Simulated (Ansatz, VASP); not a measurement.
**TaSi2 in VASP and in Ansatz**

File INCAR:

```
SYSTEM = TaSi2
ALGO = Normal
EDIFF = 1E-6
EDIFFG = -0.04
ENCUT = 600
GGA = PE
IBRION = 2
ISIF = 3
ISMEAR = 0
LASPH = .True.
LCHARG = .False.
LREAL = .False.
LWAVE = .False.
NELM = 60
NSW = 90
PREC = Accurate
SIGMA = 0.1
```

KPOINTS

```
k-points
0
Gamma
  6 6 4
  0 0 0
```

The input POSCAR:

```
TaSi2
1.0
    3.6282878100      0.0000000000      0.0000000000
    0.0000000000      3.6282878100      0.0000000000
    0.0000000000      0.0000000000      4.4042344600
Ta Si
1 2
Direct
    0.0000000000      0.0000000000      0.0000000000
    0.0000000000      0.0000000000      0.5000000000
    0.5000000000      0.5000000000      0.5000000000
```

Input for Ansatz:

```yaml
crystal:
  lattice:
    - [3.62828781, 0.0, 0.0]
    - [0.0, 3.62828781, 0.0]
    - [0.0, 0.0, 4.40423446]
  atoms:
    - { symbol: Ta, position: [0.0, 0.0, 0.0] }
    - { symbol: Si, position: [0.0, 0.0, 0.5] }
    - { symbol: Si, position: [0.5, 0.5, 0.5] }
basis:
  ecutwfc: 420
kpoints:
  mp_grid: { grid: [6, 6, 4] }
hamiltonian:
  xc: pbe
scf:
  occupations: { method: gaussian, width: 0.1 }
  lower_state_search: "off"
output:
  forces: true
  stress: true
  eigenvalues: true
relax:
  adjacent_minimum: "off"
  f_tol: 0.04
  max_steps: 70
  cell: { stress_tol: 0.4 }
```

Alike in both runs: task relaxation of cell and atoms; functional PBE; k mesh 6 × 6 × 4; occupations gaussian, width 0.1 eV; no spin polarisation.

```csv
,VASP,Ansatz
version,VASP 6.6.1,Ansatz 0.2.0
potentials or method,"VASP PAW PBE potentials, release 64 (Ta_pv, Si), cutoff 600 eV","scalar-relativistic, plane waves, PAW"
valence electrons in the cell,19,21
```

|  | VASP | Ansatz | Ansatz less VASP |
| --- | --- | --- | --- |
| gap on the k mesh at the Fermi level, each at its own relaxed structure (eV) | none | none | - |
| relaxed volume (Å³/atom) | 18.22 | 18.24 | +0.014 |
| relaxed cell length with the largest relative difference (Å) | 3.322 | 3.325 | +0.0022 |

A gap of «none» marks a metal or a gap that the smearing closes. VASP's potentials hold 19 valence electrons a cell and Ansatz's 21, so a difference there can come from the potentials and not from the codes.

Neither program's run includes spin-orbit coupling.
